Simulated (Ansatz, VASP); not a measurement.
**Two plane-wave programs on InP**

```
P In
1.0
     3.86019    0.00000    0.00000
    -1.93010    3.34302    0.00000
     0.00000    0.00000   26.03141
P In
4 4
Direct
  0.33333 0.66667 0.29438
  0.00000 0.00000 0.41099
  0.66667 0.33333 0.52986
  0.33333 0.66667 0.65016
  0.66667 0.33333 0.34408
  0.33333 0.66667 0.46961
  0.00000 0.00000 0.59154
  0.66667 0.33333 0.70938
```

Alike in both runs: functional PBEsol; k mesh 9 × 9 × 1; occupations gaussian, width 0.1 eV; no spin polarisation.

Ansatz relaxed the structure, and its values are those at the end. VASP's run is a single point on that final structure, the one shown.

|  | VASP | Ansatz |
| --- | --- | --- |
| version | VASP 6.6.1 | Ansatz 0.2.0 |
| potentials or method | VASP PAW PBE potentials, release 64 (P, In_d), cutoff 520 eV | scalar-relativistic, plane waves, PAW |
| valence electrons in the cell | 72 | 72 |

|  | VASP | Ansatz | Ansatz less VASP |
| --- | --- | --- | --- |
| gap on the k mesh at the Fermi level (eV) | none | none | - |
| work function, face that differs most (eV) | 5.80 | 5.81 | +0.006 |

VASP's potentials were made for PBE, not for PBEsol. A gap of «none» marks a metal or a gap that the smearing closes. Ansatz's warnings: xc potential rough in thin density.
